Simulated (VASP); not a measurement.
Write the native input for VASP 6.6.1 that does the following.

- Task: single point
- Functional: r2SCAN
- Potentials or basis: VASP PAW PBE potentials, release 64 (Pb_d)
- Cutoff: 520 eV
- k mesh: 18 × 18 × 10
- Occupations: gaussian, width 0.15 eV
- Spin: no spin polarisation
- Dipole correction: no
- Further INCAR settings: ALGO = Normal; EDIFF = 1e-07; NBANDS = 21

Crystal: Pb.

```xyz
2
Lattice="3.3408 0.0000 0.0000 -1.6704 2.8932 0.0000 0.0000 0.0000 6.0372" Properties=species:S:1:pos:R:3 pbc="T T T"
Pb    0.0000    1.9288    1.5093
Pb    1.6704    0.9644    4.5279
```

This cell differs from its parent crystal: strain -0.040 along x and y, +0.080 along z.

These files were run (other wordings do the same):

POSCAR

```
Pb
1.0
    3.3408006629      0.0000000000      0.0000000000
   -1.6704003315      2.8932182431      0.0000000000
    0.0000000000      0.0000000000      6.0372000000
Pb
2
Direct
    0.3333333333      0.6666666667      0.2500000000
    0.6666666667      0.3333333333      0.7500000000
```

INCAR.step1

```
SYSTEM = Pb
PREC = Accurate
ENCUT = 520
ISMEAR = 0
SIGMA = 0.15
LREAL = .FALSE.
LASPH = .TRUE.
NELM = 100
NBANDS = 21
GGA = PE
ALGO = Normal
EDIFF = 1E-4
LWAVE = .TRUE.
LCHARG = .FALSE.
```

INCAR.step2

```
SYSTEM = Pb
PREC = Accurate
ENCUT = 520
EDIFF = 1E-7
ISMEAR = 0
SIGMA = 0.15
LREAL = .FALSE.
LASPH = .TRUE.
NELM = 100
ALGO = Normal
ISIF = 2
LWAVE = .FALSE.
LCHARG = .FALSE.
METAGGA = R2SCAN
LMIXTAU = .TRUE.
NBANDS = 21
ISTART = 1
```

KPOINTS

```
regular mesh
0
G
  18 18 10
  0 0 0
```

Potentials or basis: VASP PAW PBE potentials, release 64 (Pb_d).

Command:

```console
$ cat potpaw_PBE.64/Pb_d/POTCAR > POTCAR
$ cp INCAR.step1 INCAR
$ mpirun -np 1 vasp_std > vasp.out
$ cp INCAR.step2 INCAR
$ mpirun -np 1 vasp_std > vasp.out
```

It gave:

```
Pressure               : 3.6 GPa
Band gap on the k mesh : zero (band 14 reaches 13.72 eV, above the bottom of band 15 at 5.59 eV)
```

Caveat: the cell differs from its parent crystal (strain -0.040 along x and y, +0.080 along z); the PAW data sets were made with another functional, which shifts forces and pressure a little; spin-orbit coupling is left out, which moves the levels of the heavy elements.

Wall time 29 min on 1 thread of Oxide Virtual Turin-like Processor, on a shared host, peak memory 0.32 GiB.
